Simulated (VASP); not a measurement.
# ScAlN2 (Cmmm) in VASP: notebook

The runs below take ScAlN2 through relaxation of cell and atoms, single point, with PBE.

All numbers are computed with VASP 6.6.1; they aren't measurements. Logs are shortened: lines on timing, memory, paths and dates and some standing lists are left out, and cuts for length are marked.

## Step 1: The cell of the first run

Symmetry: Cmmm, No. 65, orthorhombic system. The conventional cell has a = 5.491 Å, b = 6.051 Å, c = 4.278 Å, α = 90.00°, β = 90.00°, γ = 90.00°. Sc (site symmetry mmm) has 4 N at 2.23 Å and 2 Al at 2.75 Å within 2.9 Å. Al (site symmetry mmm) has 4 Sc at 2.75 to 3.03 Å and 4 N at 3.02 Å within 3.6 Å. N (site symmetry 2mm) has 1 N at 1.23 Å within 1.7 Å.

The cell was generated, and may not be a known phase.

## Step 2: Relaxation of cell and atoms, PBE

INCAR

```
SYSTEM = ScAlN2
  PREC = Accurate
  ENCUT = 600
  EDIFF = 1E-7
  ISMEAR = 0
  SIGMA = 0.1
  LREAL = .FALSE.
  LASPH = .TRUE.
  NELM = 60
  ALGO = Normal
  ISIF = 3
  LWAVE = .FALSE.
  LCHARG = .FALSE.
  GGA = PE
  IBRION = 2
  NSW = 100
  EDIFFG = -0.01
```

KPOINTS

```
Automatic mesh
0
G
  12 12 12
  0 0 0
```

POSCAR

```
ScAlN2
1.0
    2.7453552131     -3.0256839627      0.0000000000
    2.7453552131      3.0256839627      0.0000000000
    0.0000000000      0.0000000000      4.2775995950
Sc Al N
1 1 2
Direct
    0.5000000000      0.5000000000      0.5000000000
    0.0000000000      0.0000000000      0.5000000000
    0.3877740581      0.3877740581      0.0000000000
    0.6122259419      0.6122259419      0.0000000000
```

Potentials or basis: VASP PAW PBE potentials, release 64 (Sc_sv, Al, N).

Command:

```sh
$ cat potpaw_PBE.64/Sc_sv/POTCAR potpaw_PBE.64/Al/POTCAR potpaw_PBE.64/N/POTCAR > POTCAR
$ mpirun -np 1 vasp_std > vasp.out
```

OUTCAR:

```text
SYSTEM = ScAlN2
   PREC = Accurate
   ENCUT = 600
   EDIFF = 1E-7
   ISMEAR = 0
   LREAL = .FALSE.
   LASPH = .TRUE.
   NELM = 60
   ISIF = 3
   GGA = PE
   IBRION = 2
   NSW = 100
   EDIFFG = -0.01

 ion  position               nearest neighbor table
   1  0.500  0.500  0.500-   3 2.23   4 2.23   3 2.23   4 2.23   2 2.75   2 2.75   2 3.03   2 3.03

   2  0.000  0.000  0.500-   1 2.75   1 2.75   1 3.03   1 3.03
   3  0.388  0.388  0.000-   4 1.23   1 2.23   1 2.23
   4  0.612  0.612  0.000-   3 1.23   1 2.23   1 2.23

  LATTYP: Found a base centered orthorhombic cell.
 ALAT       =     5.4907104262
 B/A-ratio  =     1.1021101926
 C/A-ratio  =     0.7790612258

  Lattice vectors:

 A1 = (   2.7453552131,  -3.0256839627,   0.0000000000)
 A2 = (   2.7453552131,   3.0256839627,   0.0000000000)
 A3 = (   0.0000000000,   0.0000000000,   4.2775995950)

Analysis of symmetry for initial positions (statically):
=====================================================================
 Subroutine PRICEL returns:
 Original cell was already a primitive cell.

 Routine SETGRP: Setting up the symmetry group for a
 base centered orthorhombic supercell.

 Subroutine GETGRP returns: Found  8 space group operations
 (whereof  8 operations were pure point group operations)
 out of a pool of  8 trial point group operations.

The static configuration has the point symmetry D_2h.

Analysis of symmetry for dynamics (positions and initial velocities):
=====================================================================
 Subroutine PRICEL returns:
 Original cell was already a primitive cell.

 Routine SETGRP: Setting up the symmetry group for a
 base centered orthorhombic supercell.

 Subroutine GETGRP returns: Found  8 space group operations
 (whereof  8 operations were pure point group operations)
 out of a pool of  8 trial point group operations.

The dynamic configuration has the point symmetry D_2h.

 Subroutine INISYM returns: Found  8 space group operations
 (whereof  8 operations are pure point group operations),
 and found     1 'primitive' translations

----------------------------------------------------------------------------------------

                                     Primitive cell

  volume of cell :      71.0644

  direct lattice vectors                    reciprocal lattice vectors
     2.745355213 -3.025683963  0.000000000     0.182125795 -0.165251892  0.000000000
     2.745355213  3.025683963  0.000000000     0.182125795  0.165251892  0.000000000
     0.000000000  0.000000000  4.277599595     0.000000000  0.000000000  0.233775971

  length of vectors
     4.085552434  4.085552434  4.277599595     0.245922738  0.245922738  0.233775971

  position of ions in fractional coordinates (direct lattice)
     0.500000000  0.500000000  0.500000000
     0.000000000  0.000000000  0.500000000
     0.387774058  0.387774058  0.000000000
     0.612225942  0.612225942  0.000000000

  ion indices of the primitive-cell ions
   primitive index   ion index
                 1           1
                 2           2
                 3           3
                 4           4

----------------------------------------------------------------------------------------

 KPOINTS: Automatic mesh

Automatic generation of k-mesh.
 Grid dimensions read from file:
 generate k-points for:   12   12   12

 Generating k-lattice:

  Cartesian coordinates                     Fractional coordinates (reciprocal lattice)
     0.015177150 -0.013770991  0.000000000     0.083333333  0.000000000  0.000000000
     0.015177150  0.013770991  0.000000000     0.000000000  0.083333333  0.000000000
     0.000000000  0.000000000  0.019481331     0.000000000  0.000000000  0.083333333

  Length of vectors
     0.020493561  0.020493561  0.019481331

  Shift w.r.t. Gamma in fractional coordinates (k-lattice)
     0.000000000  0.000000000  0.000000000

 Subroutine IBZKPT returns following result:
 ===========================================

 Found    301 irreducible k-points:

 Following reciprocal coordinates:
            Coordinates               Weight
  0.000000  0.000000  0.000000      1.000000
  0.083333  0.000000  0.000000      4.000000
  0.166667  0.000000  0.000000      4.000000
  0.250000  0.000000  0.000000      4.000000
  0.333333  0.000000  0.000000      4.000000
  0.416667  0.000000  0.000000      4.000000
[... 16 lines left out ...]
  0.500000  0.166667  0.000000      4.000000
 -0.416667  0.166667  0.000000      4.000000
 [... further k-points ...]
   k-points           NKPTS =    301   k-points in BZ     NKDIM =    301   number of bands    NBANDS=     16
   number of dos      NEDOS =    301   number of ions     NIONS =      4
   total plane-waves  NPLWV =  46656
   dimension x,y,z NGX =    36 NGY =   36 NGZ =   36
   dimension x,y,z NGXF=    72 NGYF=   72 NGZF=   72
   ions per type =               1   1   2
   NGX,Y,Z   is equivalent  to a cutoff of  14.65, 14.65, 13.99 a.u.
   NGXF,Y,Z  is equivalent  to a cutoff of  29.30, 29.30, 27.98 a.u.
 SYSTEM =  ScAlN2
   PREC   = accura    normal or accurate (medium, high low for compatibility)
   ISTART =      0    job   : 0-new  1-cont  2-samecut
   ICHARG =      2    charge: 1-file 2-atom 10-const
   ISPIN  =      1    spin polarized calculation?
   LNONCOLLINEAR =      F non collinear calculations
   LSORBIT =      F    spin-orbit coupling
   LASPH  =      T    aspherical Exc in radial PAW
   ENCUT  =  600.0 eV  44.10 Ry    6.64 a.u.   8.16  8.16  8.54*2*pi/ulx,y,z
   NELM   =     60;   NELMIN=  2; NELMDL= -5     # of ELM steps
   EDIFF  = 0.1E-06   stopping-criterion for ELM
   LREAL  =      F    real-space projection
   EDIFFG = -.1E-01   stopping-criterion for IOM
   NSW    =    100    number of steps for IOM
   IBRION =      2    ionic relax: 0-MD 1-quasi-New 2-CG
   NFREE  =      1    steps in history (QN), initial steepest desc. (CG)
   ISIF   =      3    stress and relaxation
   ISYM   =      2    0-nonsym 1-usesym 2-fastsym
   POTIM  = 0.5000    time-step for ionic-motion
   TEBEG  =    0.0;   TEEND  =   0.0 temperature during run
   PSTRESS=    0.0 pullay stress
   NELECT =      24.0000    total number of electrons
   NUPDOWN=      -1.0000    fix difference up-down
   EMIN   =  10.00;   EMAX   =-10.00  energy-range for DOS
   EFERMI =   0.00;   METHOD = LEGACY
   ISMEAR =     0;   SIGMA  =   0.10  broadening in eV -4-tet -1-fermi 0-gaus
   EFERMI_NEDOS =   21; number of points for ismear=-14 and -15
   IALGO  =     38    algorithm
   IMIX   =      4    mixing-type and parameters
     AMIX     =   0.40;   BMIX     =  1.00
     AMIX_MAG =   1.60;   BMIX_MAG =  1.00
  volume/ion in A,a.u.               =      17.77       119.89
  Fermi-wavevector in a.u.,A,eV,Ry     =   1.140060  2.154402 17.684003  1.299738
  Thomas-Fermi vector in A             =   2.276763
   LORBIT       =      0    0 simple, 1 ext, 2 COOP (PROOUT), +10 PAW based schemes
   GGA     = PE    functional components
   LHFCALC =     F    Hartree Fock is set to
   AEXX    =    0.0000 exact exchange contribution
   IVDW    =     0    specifies the selected vdW correction
   LEPSILON=     F    determine dielectric tensor
   LRPA    =     F    only Hartree local field effects (RPA)
 conjugate gradient relaxation of ions
 non-spin polarized calculation
 Gauss-broadening in eV      SIGMA  =   0.10
  energy-cutoff  :      600.00
  volume of cell :       71.06
 maximum number of plane-waves:      2396
 NGX is ok and might be reduce to    36
   NGX = 17   NGY = 17   NGZ = 17

--------------------------------------- Ionic step        1  -------------------------------------------

 number of electron      24.0000002 magnetization

 Free energy of the ion-electron system (eV)
  ---------------------------------------------------
  ext. energy  EPLUGINS =         0.00000000
  ---------------------------------------------------
  free energy    TOTEN  =       -25.94815537 eV

  energy without entropy =      -25.93974449  energy(sigma->0) =      -25.94394993

------------------------ aborting loop because EDIFF is reached ----------------------------------------

  FORCE on cell =-STRESS in cart. coord.  units (eV):
  Direction    XX          YY          ZZ          XY          YZ          ZX
  --------------------------------------------------------------------------------------
  -------------------------------------------------------------------------------------
  Total        0.3925175      0.0142098      0.2308904      0.0000000      0.0000000      0.0000000
  in kB        8.8494727      0.3203663      5.2055203      0.0000000      0.0000000      0.0000000
  external PRESSURE =       4.7917865 kB  Pullay stress =       0.0000000 kB
[... 175 lines left out ...]
  energy  without entropy=      -25.9414469893  energy(sigma->0) =      -25.94560961

--------------------------------------- Ionic step        6  -------------------------------------------

 number of electron      24.0000002 magnetization

 Free energy of the ion-electron system (eV)
  ---------------------------------------------------
  ext. energy  EPLUGINS =         0.00000000
  ---------------------------------------------------
  free energy    TOTEN  =       -25.94986655 eV

  energy without entropy =      -25.94148676  energy(sigma->0) =      -25.94567665

 E-fermi :   3.6169     XC(G=0):  -9.1847

 val. band max:        3.6159614196   @ k =   0.5000   0.0833   0.5000
 cond. band min:       3.6195338042   @ k =  -0.1667   0.1667   0.0000
 fundamental gap:      0.0035723846
 Fermi energy:         3.6169030569

 k-point     1 :       0.0000    0.0000    0.0000
  band No.  band energies     occupation
      1     -45.7283      2.00000
      2     -24.5330      2.00000
      3     -24.4684      2.00000
      4     -24.2956      2.00000
      5     -18.5068      2.00000
      6      -6.2553      2.00000
[... 8 lines left out ...]
     15       5.7674      0.00000
     16       6.1895      0.00000
[... 420 lines left out ...]
  band No.  band energies     occupation
      1     -45.7270      2.00000
      2     -24.5307      2.00000
      3     -24.4828      2.00000
      4     -24.3074      2.00000
      5     -18.4758      2.00000
      6      -6.6071      2.00000
[... 8 lines left out ...]
     15       5.0183      0.00000
     16       6.6190      0.00000

 [... further k-points ...]

------------------------ aborting loop because EDIFF is reached ----------------------------------------

  FORCE on cell =-STRESS in cart. coord.  units (eV):
  Direction    XX          YY          ZZ          XY          YZ          ZX
  --------------------------------------------------------------------------------------
  -------------------------------------------------------------------------------------
  Total        0.0065278     -0.0015663     -0.0276246     -0.0000000      0.0000000      0.0000000
  in kB        0.1473624     -0.0353581     -0.6236168     -0.0000000      0.0000000      0.0000000
  external PRESSURE =      -0.1705375 kB  Pullay stress =       0.0000000 kB
[... 19 lines left out ...]
  FREE ENERGIE OF THE ION-ELECTRON SYSTEM (eV)
  ---------------------------------------------------
  free  energy   TOTEN  =       -25.9498665484 eV

  energy  without entropy=      -25.9414867600  energy(sigma->0) =      -25.94567665

 reached required accuracy - stopping structural energy minimisation
```

Wall time 36 min (1 thread of Intel Xeon 8259CL, shared host); peak memory 0.59 GiB.

What came out:

```
Free energy                           : -25.9499 eV
Relaxed volume                        : 17.74 Å³/atom
Relaxed cell                          : a = 4.082 Å, b = 4.082 Å, c = 4.282 Å, α = 90.00°, β = 90.00°, γ = 95.74°
Space group after relaxing (to 0.1 Å) : Cmmm (No. 65)
Energy gained by relaxing             : 0.4 meV/atom
Ionic steps                           : 6
Pressure after relaxing               : 0.0 GPa
Band gap on the k mesh                : zero (bands 12 and 13 overlap by 0.88 eV)
```

Step by step:
```csv
step,energy change (eV),largest force (eV/Å),pressure (GPa),volume (Å³)
1,0.0000,0.4134,0.48,71.06
2,0.0378,1.8111,-2.83,71.61
3,-0.0014,0.0060,-0.09,71.15
4,-0.0014,0.0146,-0.08,71.15
5,-0.0016,0.0094,-0.05,71.08
6,-0.0017,0.0017,-0.02,70.97
```

Final structure:
```
CELL_PARAMETERS angstrom
2.73789 -3.02713 0.00000
2.73789 3.02713 0.00000
0.00000 0.00000 4.28166
ATOMIC_POSITIONS crystal
Sc 0.50000 0.50000 0.50000
Al 0.00000 0.00000 0.50000
N 0.38682 0.38682 0.00000
N 0.61318 0.61318 0.00000
```

Caveat: the standard files for N, O and F lose accuracy on very short bonds.

## Step 3: Single point, PBE, collinear spin, ferromagnetic start

INCAR

```
PREC = Accurate
ENCUT = 1330
EDIFF = 1E-6
ISMEAR = 0
SIGMA = 0.1
LREAL = False
LASPH = True
NELM = 200
ALGO = Normal
ISIF = 2
LWAVE = False
LCHARG = False
ISPIN = 2
MAGMOM = 0 0 1 1
LORBIT = 11
LMAXMIX = 4
GGA = PE
NBANDS = 24
GGA_COMPAT = False
```

KPOINTS

```
Automatic mesh
0
Gamma
  4 4 4
```

POSCAR is that of step 2.

Potentials or basis: VASP PAW PBE potentials, release 64 (Sc_sv, Al, N_h).

Command:

```sh
$ cat potpaw_PBE.64/Sc_sv/POTCAR potpaw_PBE.64/Al/POTCAR potpaw_PBE.64/N_h/POTCAR > POTCAR
$ mpirun -np 1 vasp_std > vasp.out
```

It took 4.5 min on 1 thread of AMD EPYC 7R13 (Zen 3), shared host; peak memory 0.56 GiB.

It converged, with:

- Free energy: -26.0769 eV
- Pressure: 0.2 GPa
- Largest force: 0.010 eV/Å
- Band gap on the k mesh: zero (filled and empty bands overlap)
- Net moment: 0.00 μB per cell
- Valence electrons inside the program's atomic spheres: Sc 9.55; Al 0.79; N 2.23

Forces on the atoms (eV/Å):
```
Sc   0.000  0.000  0.000
Al   0.000  0.000  0.000
N   -0.010  0.000  0.000
N    0.010  0.000  0.000
```

Stress tensor (GPa, compression positive):
```
0.06 0.00 0.00
0.00 0.01 0.00
0.00 0.00 0.56
```

Levels at points of the mesh, in eV from the Fermi level:
Spin up:
```tsv
k point	band 10	band 11	band 12	band 13	band 14	band 15
(0.00, 0.00, 0.00)	-3.66	-1.51	-0.96	1.67	2.09	2.22
(0.50, 0.00, 0.00)	-3.53	-1.98	-1.80	0.31	1.28	1.62
(0.50, 0.50, 0.00)	-3.10	-1.91	-0.23	0.61	1.34	1.40
(0.00, 0.00, 0.50)	-4.83	-0.19	0.34	0.41	1.71	1.88
(0.50, 0.00, 0.50)	-4.18	-1.79	0.19	0.88	1.14	1.34
(0.50, 0.50, 0.50)	-3.64	-1.57	-0.70	1.87	1.96	2.49
```
Spin down:
| k point | band 9 | band 10 | band 11 | band 12 | band 13 | band 14 | band 15 | band 16 |
| --- | --- | --- | --- | --- | --- | --- | --- | --- |
| (0.00, 0.00, 0.00) | -6.11 | -3.66 | -1.51 | -0.96 | 1.67 | 2.09 | 2.22 | 2.62 |
| (0.50, 0.00, 0.00) | -6.07 | -3.53 | -1.98 | -1.80 | 0.31 | 1.28 | 1.62 | 3.07 |
| (0.50, 0.50, 0.00) | -6.26 | -3.10 | -1.91 | -0.23 | 0.61 | 1.34 | 1.40 | 2.47 |
| (0.00, 0.00, 0.50) | -6.34 | -4.83 | -0.19 | 0.34 | 0.41 | 1.71 | 1.88 | 2.87 |
| (0.50, 0.00, 0.50) | -5.72 | -4.18 | -1.79 | 0.19 | 0.88 | 1.14 | 1.34 | 2.69 |
| (0.50, 0.50, 0.50) | -5.67 | -3.64 | -1.57 | -0.70 | 1.87 | 1.96 | 2.49 | 2.73 |

Caveat: the k points lie up to 0.39 Å⁻¹ apart, too coarse for converged energies and pressures of a metal.

The gap in the log of VASP goes by the Fermi energy; the results here count the filled bands.